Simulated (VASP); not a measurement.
The system is CdPb2.

```
CELL_PARAMETERS angstrom
4.41044 0.00000 0.00000
-2.20522 3.81955 0.00000
0.00000 0.00000 4.76210
ATOMIC_POSITIONS crystal
Cd 0.00000 0.00000 0.00000
Pb 0.33333 0.66667 0.50000
Pb 0.66667 0.33333 0.50000
```

* Program: VASP 6.6.1
* Task: relaxation of cell and atoms
* Functional: PBE
* Potentials or basis: VASP PAW PBE potentials, release 64 (Cd, Pb_d)
* Cutoff: 600 eV
* k mesh: 6 × 6 × 4
* Occupations: gaussian, width 0.1 eV
* Spin: no spin polarisation

At the start: pressure 25.6 GPa; volume 26.74 Å³/atom.

Q: Where does the relaxation end?

A: Over 13 steps the energy falls by 1077.2 meV/atom and the volume is 30.96 Å³/atom (+15.8 %); space group P6/mmm (No. 191, to 0.05 Å).

The path:
```csv
step,energy change (eV),largest force (eV/Å),pressure (GPa),volume (Å³)
1,0.0000,0.0000,25.60,80.22
2,-2.2233,0.0000,-4.09,138.26
3,-2.5768,0.0000,-0.51,112.75
4,-2.5787,0.0000,-1.08,115.10
5,-2.5792,0.0000,-0.92,114.33
6,-2.6582,0.0000,-0.84,111.37
7,-2.9733,0.0000,-0.44,102.19
8,-3.0339,0.0000,4.51,82.52
9,-3.2226,0.0000,0.81,91.56
10,-3.2232,0.0000,1.02,90.71
11,-3.2122,0.0000,-0.90,94.42
12,-3.2306,0.0000,0.21,92.13
13,-3.2315,0.0000,-0.01,92.89
```

Final structure:
```xyz
3
Lattice="5.4151 0.0000 0.0000 -2.7075 4.6896 0.0000 0.0000 0.0000 3.6579" Properties=species:S:1:pos:R:3 pbc="T T T"
Cd    0.0000    0.0000    0.0000
Pb    0.0000    3.1264    1.8289
Pb    2.7075    1.5632    1.8289
```

Caveat: the volume moved by over 15 % at a fixed basis, so the end points are rough.
